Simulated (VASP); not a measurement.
# Cu (Fd-3m) in VASP: further runs

The runs below take Cu through single point, with r2SCAN.

All numbers are computed with VASP 6.6.1; they aren't measurements. Logs are shortened: lines on timing, memory, paths and dates and some standing lists are left out, and cuts for length are marked.

## (1) The cell of the first run

Symmetry: Fd-3m, No. 227, cubic system. Conventional cell: a = 4.724 Å, b = 4.724 Å, c = 4.724 Å, α = 90.00°, β = 90.00°, γ = 90.00°. Within 2.7 Å of Cu (site symmetry -43m) lie 4 Cu at 2.05 Å.

This isn't the form of Cu at room conditions, which is fcc.

## (2) Single point, r2SCAN

File POSCAR:

```
Cu
1.0
    0.0000000000      2.3621796366      2.3621796366
    2.3621796366      0.0000000000      2.3621796366
    2.3621796366      2.3621796366      0.0000000000
Cu
2
Direct
    1.0000000000      1.0000000000      1.0000000000
    0.2500000000      0.2500000000      0.2500000000
```

File INCAR.step1:

```
SYSTEM = Cu
PREC = Accurate
ENCUT = 660
ISMEAR = -1
SIGMA = 0.1
LREAL = .FALSE.
LASPH = .TRUE.
NELM = 120
NBANDS = 18
GGA = PE
ALGO = Normal
EDIFF = 1E-5
LWAVE = .TRUE.
LCHARG = .FALSE.
GGA_COMPAT = .FALSE.
```

File INCAR.step2:

```
SYSTEM = Cu
PREC = Accurate
ENCUT = 660
EDIFF = 1E-6
ISMEAR = -1
SIGMA = 0.1
LREAL = .FALSE.
LASPH = .TRUE.
NELM = 120
ALGO = Normal
ISIF = 2
LWAVE = .FALSE.
LCHARG = .FALSE.
METAGGA = R2SCAN
LMIXTAU = .TRUE.
NBANDS = 18
ISTART = 1
GGA_COMPAT = .FALSE.
```

File KPOINTS:

```
regular mesh
0
G
  9 9 9
  0 0 0
```

Potentials or basis: VASP PAW PBE potentials, release 64 (Cu).

Run with:

```console
$ cat potpaw_PBE.64/Cu/POTCAR > POTCAR
$ cp INCAR.step1 INCAR
$ mpirun -np 1 vasp_std > vasp.out
$ cp INCAR.step2 INCAR
$ mpirun -np 1 vasp_std > vasp.out
```

OUTCAR:

```text
SYSTEM = Cu
   PREC = Accurate
   ENCUT = 660
   EDIFF = 1E-6
   ISMEAR = -1
   LREAL = .FALSE.
   LASPH = .TRUE.
   NELM = 120
   ISIF = 2
   METAGGA = R2SCAN
   ISTART = 1

 ion  position               nearest neighbor table
   1  0.000  0.000  0.000-   2 2.05   2 2.05   2 2.05   2 2.05
   2  0.250  0.250  0.250-   1 2.05   1 2.05   1 2.05   1 2.05

  LATTYP: Found a face centered cubic cell.
 ALAT       =     4.7243592732

  Lattice vectors:

 A1 = (   0.0000000000,   2.3621796366,   2.3621796366)
 A2 = (   2.3621796366,   0.0000000000,   2.3621796366)
 A3 = (   2.3621796366,   2.3621796366,   0.0000000000)

Analysis of symmetry for initial positions (statically):
=====================================================================
 Subroutine PRICEL returns:
 Original cell was already a primitive cell.

 Routine SETGRP: Setting up the symmetry group for a
 face centered cubic supercell.

 Subroutine GETGRP returns: Found 48 space group operations
 (whereof 24 operations were pure point group operations)
 out of a pool of 48 trial point group operations.

The static configuration has the point symmetry T_d .
 The point group associated with its full space group is O_h .

Analysis of symmetry for dynamics (positions and initial velocities):
=====================================================================
 Subroutine PRICEL returns:
 Original cell was already a primitive cell.

 Routine SETGRP: Setting up the symmetry group for a
 face centered cubic supercell.

 Subroutine GETGRP returns: Found 48 space group operations
 (whereof 24 operations were pure point group operations)
 out of a pool of 48 trial point group operations.

The dynamic configuration has the point symmetry T_d .
 The point group associated with its full space group is O_h .

 Subroutine INISYM returns: Found 48 space group operations
 (whereof 24 operations are pure point group operations),
 and found     1 'primitive' translations

----------------------------------------------------------------------------------------

                                     Primitive cell

  volume of cell :      26.3614

  direct lattice vectors                    reciprocal lattice vectors
     0.000000000  2.362179637  2.362179637    -0.211668915  0.211668915  0.211668915
     2.362179637  0.000000000  2.362179637     0.211668915 -0.211668915  0.211668915
     2.362179637  2.362179637  0.000000000     0.211668915  0.211668915 -0.211668915

  length of vectors
     3.340626479  3.340626479  3.340626479     0.366621315  0.366621315  0.366621315

  position of ions in fractional coordinates (direct lattice)
     0.000000000  0.000000000  0.000000000
     0.250000000  0.250000000  0.250000000

  ion indices of the primitive-cell ions
   primitive index   ion index
                 1           1
                 2           2

----------------------------------------------------------------------------------------

 KPOINTS: regular mesh

Automatic generation of k-mesh.
 Grid dimensions read from file:
 generate k-points for:    9    9    9

 Generating k-lattice:

  Cartesian coordinates                     Fractional coordinates (reciprocal lattice)
    -0.023518768  0.023518768  0.023518768     0.111111111  0.000000000  0.000000000
     0.023518768 -0.023518768  0.023518768     0.000000000  0.111111111  0.000000000
     0.023518768  0.023518768 -0.023518768     0.000000000  0.000000000  0.111111111

  Length of vectors
     0.040735702  0.040735702  0.040735702

  Shift w.r.t. Gamma in fractional coordinates (k-lattice)
     0.000000000  0.000000000  0.000000000

 Subroutine IBZKPT returns following result:
 ===========================================

 Found     35 irreducible k-points:

 Following reciprocal coordinates:
            Coordinates               Weight
  0.000000  0.000000  0.000000      1.000000
  0.111111  0.000000  0.000000      8.000000
  0.222222  0.000000  0.000000      8.000000
  0.333333  0.000000  0.000000      8.000000
  0.444444  0.000000  0.000000      8.000000
  0.111111  0.111111  0.000000      6.000000
[... 16 lines left out ...]
 -0.333333  0.333333  0.000000     12.000000
  0.444444  0.444444  0.000000      6.000000
 [... further k-points ...]
   k-points           NKPTS =     35   k-points in BZ     NKDIM =     35   number of bands    NBANDS=     18
   number of dos      NEDOS =    301   number of ions     NIONS =      2
   total plane-waves  NPLWV =  21952
   dimension x,y,z NGX =    28 NGY =   28 NGZ =   28
   dimension x,y,z NGXF=    56 NGYF=   56 NGZF=   56
   ions per type =               2
   NGX,Y,Z   is equivalent  to a cutoff of  13.93, 13.93, 13.93 a.u.
   NGXF,Y,Z  is equivalent  to a cutoff of  27.87, 27.87, 27.87 a.u.
 SYSTEM =  Cu
   PREC   = accura    normal or accurate (medium, high low for compatibility)
   ISTART =      1    job   : 0-new  1-cont  2-samecut
   ICHARG =      0    charge: 1-file 2-atom 10-const
   ISPIN  =      1    spin polarized calculation?
   LNONCOLLINEAR =      F non collinear calculations
   LSORBIT =      F    spin-orbit coupling
   LASPH  =      T    aspherical Exc in radial PAW
   ENCUT  =  660.0 eV  48.51 Ry    6.96 a.u.   7.00  7.00  7.00*2*pi/ulx,y,z
   NELM   =    120;   NELMIN=  2; NELMDL=  0     # of ELM steps
   EDIFF  = 0.1E-05   stopping-criterion for ELM
   LREAL  =      F    real-space projection
   EDIFFG = 0.1E-04   stopping-criterion for IOM
   NSW    =      0    number of steps for IOM
   IBRION =     -1    ionic relax: 0-MD 1-quasi-New 2-CG
   NFREE  =      0    steps in history (QN), initial steepest desc. (CG)
   ISIF   =      2    stress and relaxation
   ISYM   =      2    0-nonsym 1-usesym 2-fastsym
   POTIM  = 0.5000    time-step for ionic-motion
   TEBEG  =    0.0;   TEEND  =   0.0 temperature during run
   PSTRESS=    0.0 pullay stress
   NELECT =      22.0000    total number of electrons
   NUPDOWN=      -1.0000    fix difference up-down
   EMIN   =  10.00;   EMAX   =-10.00  energy-range for DOS
   EFERMI =   0.00;   METHOD = LEGACY
   ISMEAR =    -1;   SIGMA  =   0.10  broadening in eV -4-tet -1-fermi 0-gaus
   EFERMI_NEDOS =   21; number of points for ismear=-14 and -15
   IALGO  =     38    algorithm
   IMIX   =      4    mixing-type and parameters
     AMIX     =   0.40;   BMIX     =  1.00
     AMIX_MAG =   1.60;   BMIX_MAG =  1.00
  volume/ion in A,a.u.               =      13.18        88.95
  Fermi-wavevector in a.u.,A,eV,Ry     =   1.541320  2.912672 32.322915  2.375667
  Thomas-Fermi vector in A             =   2.647283
   LORBIT       =      0    0 simple, 1 ext, 2 COOP (PROOUT), +10 PAW based schemes
   METAGGA = R2SCAN    functional components
   LHFCALC =     F    Hartree Fock is set to
   AEXX    =    0.0000 exact exchange contribution
   IVDW    =     0    specifies the selected vdW correction
   LEPSILON=     F    determine dielectric tensor
   LRPA    =     F    only Hartree local field effects (RPA)
 non-spin polarized calculation
  energy-cutoff  :      660.00
  volume of cell :       26.36
 maximum number of plane-waves:      1026
   NGX = 13   NGY = 13   NGZ = 13

 number of electron      22.0000016 magnetization

 Free energy of the ion-electron system (eV)
  ---------------------------------------------------
  ext. energy  EPLUGINS =         0.00000000
  ---------------------------------------------------
  free energy    TOTEN  =       -18.39525037 eV

  energy without entropy =      -18.37965689  energy(sigma->0) =      -18.38745363

 E-fermi :   6.3492     XC(G=0): -12.6310

 val. band max:        6.2716715210   @ k =  -0.3333   0.4444   0.2222
 cond. band min:       6.5469220880   @ k =   0.4444   0.0000   0.0000
 fundamental gap:      0.2752505670
 Fermi energy:         6.3491888156

 k-point     1 :       0.0000    0.0000    0.0000
  band No.  band energies     occupation
      1      -2.4920      2.00000
      2       1.5667      2.00000
      3       1.5667      2.00000
      4       1.6630      2.00000
      5       1.6630      2.00000
      6       1.6630      2.00000
[... 10 lines left out ...]
     17      19.9857      0.00000
     18      23.0813      0.00000

 k-point     2 :       0.1111    0.0000    0.0000
  band No.  band energies     occupation
      1      -2.2247      2.00000
      2       1.4393      2.00000
      3       1.4393      2.00000
      4       1.6777      2.00000
      5       1.8426      2.00000
      6       1.8426      2.00000
[... 10 lines left out ...]
     17      21.5177      0.00000
     18      23.2535      0.00000

 k-point     3 :       0.2222    0.0000    0.0000
  band No.  band energies     occupation
      1      -1.4538      2.00000
      2       1.3779      2.00000
      3       1.3779      2.00000
      4       1.7369      2.00000
      5       1.9997      2.00000
      6       1.9997      2.00000
[... 10 lines left out ...]
     17      21.9257      0.00000
     18      23.0742      0.00000

 k-point     4 :       0.3333    0.0000    0.0000
  band No.  band energies     occupation
      1      -0.3194      2.00000
      2       1.4330      2.00000
      3       1.4330      2.00000
      4       1.8309      2.00000
      5       1.9763      2.00000
      6       1.9763      2.00000
[... 375 lines left out ...]
      4       1.9340      2.00000
      5       2.3228      2.00000
      6       2.7196      2.00000
[... 10 lines left out ...]
     17      27.0532      0.00000
     18      28.4377      0.00000

 k-point    23 :      -0.3333    0.3333    0.0000
  band No.  band energies     occupation
      1       0.9082      2.00000
      2       1.4208      2.00000
      3       1.4898      2.00000
      4       1.8806      2.00000
      5       2.1938      2.00000
      6       2.7410      2.00000
[... 10 lines left out ...]
     17      26.1072      0.00000
     18      26.5072      0.00000

 k-point    24 :       0.4444    0.4444    0.0000
  band No.  band energies     occupation
      1       0.9423      2.00000
      2       1.2035      2.00000
      3       1.7296      2.00000
      4       1.7296      2.00000
      5       2.1915      2.00000
      6       2.7200      2.00000
[... 10 lines left out ...]
     17      31.8802      0.00000
     18      32.0839      0.00000

 [... further k-points ...]

------------------------ aborting loop because EDIFF is reached ----------------------------------------

  FORCE on cell =-STRESS in cart. coord.  units (eV):
  Direction    XX          YY          ZZ          XY          YZ          ZX
  --------------------------------------------------------------------------------------
  -------------------------------------------------------------------------------------
  Total        7.5032497      7.5032497      7.5032497      0.0000000      0.0000000      0.0000000
  in kB      456.0276970    456.0276970    456.0276970      0.0000000      0.0000000      0.0000000
  external PRESSURE =     456.0276970 kB  Pullay stress =       0.0000000 kB

 VOLUME and BASIS-vectors are now :
 -----------------------------------------------------------------------------
  energy-cutoff  :      660.00
  volume of cell :       26.36
      direct lattice vectors                 reciprocal lattice vectors
     0.000000000  2.362179637  2.362179637    -0.211668915  0.211668915  0.211668915
     2.362179637  0.000000000  2.362179637     0.211668915 -0.211668915  0.211668915
     2.362179637  2.362179637  0.000000000     0.211668915  0.211668915 -0.211668915

 POSITION                                       TOTAL-FORCE (eV/Angst)
 -----------------------------------------------------------------------------------
      0.00000      0.00000      0.00000        -0.000000     -0.000000     -0.000000
      1.18109      1.18109      1.18109         0.000000      0.000000      0.000000
 -----------------------------------------------------------------------------------
    total drift:                                0.000000      0.000000      0.000000

  FREE ENERGIE OF THE ION-ELECTRON SYSTEM (eV)
  ---------------------------------------------------
  free  energy   TOTEN  =       -18.3952503730 eV

  energy  without entropy=      -18.3796568887  energy(sigma->0) =      -18.38745363
```

Wall time 85 s (1 thread of Intel Xeon Platinum 8259CL at 2.50GHz (Skylake/Cascade Lake), shared host); peak memory 0.17 GiB.

Results:

```yaml
Free_energy: -18.3953 eV
Pressure: 45.6 GPa
Band_gap_on_the_k_mesh: zero (bands 11 and 12 overlap by 0.92 eV)
```

Caveat: the cell stands under pressure; the PAW data sets were made with another functional, which shifts forces and pressure a little.

## (3) Single point, r2SCAN

This run uses another cell than the first one, of 14.10 Å³/atom.

File POSCAR:

```
Cu
1.0
    0.0000000000      2.4161356662      2.4161356662
    2.4161356662      0.0000000000      2.4161356662
    2.4161356662      2.4161356662      0.0000000000
Cu
2
Direct
    1.0000000000      1.0000000000      1.0000000000
    0.2500000000      0.2500000000      0.2500000000
```

File INCAR.step1:

```
SYSTEM = Cu
PREC = Accurate ; ENCUT = 660
ISMEAR = -1 ; SIGMA = 0.1
LREAL = .False. ; LASPH = .True.
NELM = 120 ; NBANDS = 18
GGA = PE ; ALGO = Normal
EDIFF = 1E-5 ; LWAVE = .True.
LCHARG = .False. ; GGA_COMPAT = .False.
```

File INCAR.step2:

```
SYSTEM = Cu
PREC = Accurate ; ENCUT = 660
EDIFF = 1E-6 ; ISMEAR = -1
SIGMA = 0.1 ; LREAL = .False.
LASPH = .True. ; NELM = 120
ALGO = Normal ; ISIF = 2
LWAVE = .False. ; LCHARG = .False.
METAGGA = R2SCAN ; LMIXTAU = .True.
NBANDS = 18 ; ISTART = 1
GGA_COMPAT = .False.
```

File KPOINTS:

```
regular mesh
0
Gamma
  9 9 9
  0 0 0
```

Potentials or basis: VASP PAW PBE potentials, release 64 (Cu).

Run with:

```console
$ cat potpaw_PBE.64/Cu/POTCAR > POTCAR
$ cp INCAR.step1 INCAR
$ mpirun -np 1 vasp_std > vasp.out
$ cp INCAR.step2 INCAR
$ mpirun -np 1 vasp_std > vasp.out
```

OUTCAR:

```text
SYSTEM = Cu
   PREC = Accurate
   ENCUT = 660
   EDIFF = 1E-6
   ISMEAR = -1
   LREAL = .False.
   LASPH = .True.
   NELM = 120
   ISIF = 2
   METAGGA = R2SCAN
   ISTART = 1

 ion  position               nearest neighbor table
   1  0.000  0.000  0.000-   2 2.09   2 2.09   2 2.09   2 2.09
   2  0.250  0.250  0.250-   1 2.09   1 2.09   1 2.09   1 2.09

  LATTYP: Found a face centered cubic cell.
 ALAT       =     4.8322713324

  Lattice vectors:

 A1 = (   0.0000000000,   2.4161356662,   2.4161356662)
 A2 = (   2.4161356662,   0.0000000000,   2.4161356662)
 A3 = (   2.4161356662,   2.4161356662,   0.0000000000)

Analysis of symmetry for initial positions (statically):
=====================================================================
 Subroutine PRICEL returns:
 Original cell was already a primitive cell.

 Routine SETGRP: Setting up the symmetry group for a
 face centered cubic supercell.

 Subroutine GETGRP returns: Found 48 space group operations
 (whereof 24 operations were pure point group operations)
 out of a pool of 48 trial point group operations.

[... 156 lines left out ...]
 Free energy of the ion-electron system (eV)
  ---------------------------------------------------
  ext. energy  EPLUGINS =         0.00000000
  ---------------------------------------------------
  free energy    TOTEN  =       -18.83076887 eV

  energy without entropy =      -18.81457260  energy(sigma->0) =      -18.82267073

 E-fermi :   5.5493     XC(G=0): -12.2054

 val. band max:        5.4932074707   @ k =  -0.3333   0.4444   0.2222
 cond. band min:       5.7120193269   @ k =   0.4444   0.0000   0.0000
 fundamental gap:      0.2188118561
 Fermi energy:         5.5492657921

 k-point     1 :       0.0000    0.0000    0.0000
  band No.  band energies     occupation
      1      -2.7848      2.00000
      2       1.1450      2.00000
      3       1.1450      2.00000
      4       1.2094      2.00000
      5       1.2094      2.00000
      6       1.2094      2.00000
[... 481 lines left out ...]
      5       1.6248      2.00000
      6       2.1476      2.00000
[... 10 lines left out ...]
     17      30.2143      0.00000
     18      30.2365      0.00000

 [... further k-points ...]
[... 5 lines left out ...]
  --------------------------------------------------------------------------------------
  -------------------------------------------------------------------------------------
  Total        5.3744114      5.3744114      5.3744114      0.0000000      0.0000000      0.0000000
  in kB      305.2442859    305.2442859    305.2442859      0.0000000      0.0000000      0.0000000
  external PRESSURE =     305.2442859 kB  Pullay stress =       0.0000000 kB

 VOLUME and BASIS-vectors are now :
 -----------------------------------------------------------------------------
  energy-cutoff  :      660.00
  volume of cell :       28.21
      direct lattice vectors                 reciprocal lattice vectors
     0.000000000  2.416135666  2.416135666    -0.206942022  0.206942022  0.206942022
     2.416135666  0.000000000  2.416135666     0.206942022 -0.206942022  0.206942022
     2.416135666  2.416135666  0.000000000     0.206942022  0.206942022 -0.206942022

 POSITION                                       TOTAL-FORCE (eV/Angst)
 -----------------------------------------------------------------------------------
      0.00000      0.00000      0.00000         0.000000      0.000000      0.000000
      1.20807      1.20807      1.20807        -0.000000     -0.000000     -0.000000
 -----------------------------------------------------------------------------------
    total drift:                                0.000000     -0.000000      0.000000

  FREE ENERGIE OF THE ION-ELECTRON SYSTEM (eV)
  ---------------------------------------------------
  free  energy   TOTEN  =       -18.8307688656 eV

  energy  without entropy=      -18.8145725960  energy(sigma->0) =      -18.82267073
```

OUTCAR.step1:

```text
SYSTEM = Cu
   PREC = Accurate
   ENCUT = 660
   ISMEAR = -1
   LREAL = .False.
   LASPH = .True.
[... 727 lines left out ...]
      0.00000      0.00000      0.00000         0.000000     -0.000000     -0.000000
      1.20807      1.20807      1.20807        -0.000000      0.000000      0.000000
 -----------------------------------------------------------------------------------
    total drift:                                0.000000      0.000000      0.000000

  FREE ENERGIE OF THE ION-ELECTRON SYSTEM (eV)
  ---------------------------------------------------
  free  energy   TOTEN  =        -4.5573089272 eV

  energy  without entropy=       -4.5397243640  energy(sigma->0) =       -4.54851665
```

OSZICAR.step1:

```text
N       E                     dE             d eps       ncg     rms          rms(c)
DAV:   1     0.145955948827E+03    0.14596E+03   -0.12339E+04  1332   0.249E+03
DAV:   2     0.218887992515E+01   -0.14377E+03   -0.13639E+03  1260   0.310E+02
DAV:   3    -0.572896190140E+01   -0.79178E+01   -0.77254E+01  1400   0.103E+02
DAV:   4    -0.584291253239E+01   -0.11395E+00   -0.11385E+00  1464   0.129E+01
DAV:   5    -0.584499777728E+01   -0.20852E-02   -0.20852E-02  1560   0.154E+00    0.981E+00
DAV:   6    -0.518465715868E+01    0.66034E+00   -0.10599E+01  1536   0.846E+01    0.475E+00
DAV:   7    -0.457854964551E+01    0.60611E+00   -0.22865E+00  1510   0.378E+01    0.908E-01
DAV:   8    -0.456229744718E+01    0.16252E-01   -0.35911E-02  1692   0.248E+00    0.608E-01
DAV:   9    -0.455752737701E+01    0.47701E-02   -0.18505E-02  1604   0.340E+00    0.131E-01
DAV:  10    -0.455731609110E+01    0.21129E-03   -0.88129E-04  1858   0.632E-01    0.188E-02
DAV:  11    -0.455730892719E+01    0.71639E-05   -0.15194E-05   898   0.729E-02
   1 F= -.45573089E+01 E0= -.45485166E+01  d E =-.175846E-01
```

Run time: 1.9 min. Hardware: 1 thread of Intel Xeon Platinum 8259CL at 2.50GHz (Skylake/Cascade Lake), shared host; peak memory 0.17 GiB.

Results:

```
Free energy            : -18.8308 eV
Pressure               : 30.5 GPa
Band gap on the k mesh : zero (bands 11 and 12 overlap by 0.88 eV)
```

Caveat: the cell stands under pressure; the PAW data sets were made with another functional, which shifts forces and pressure a little.
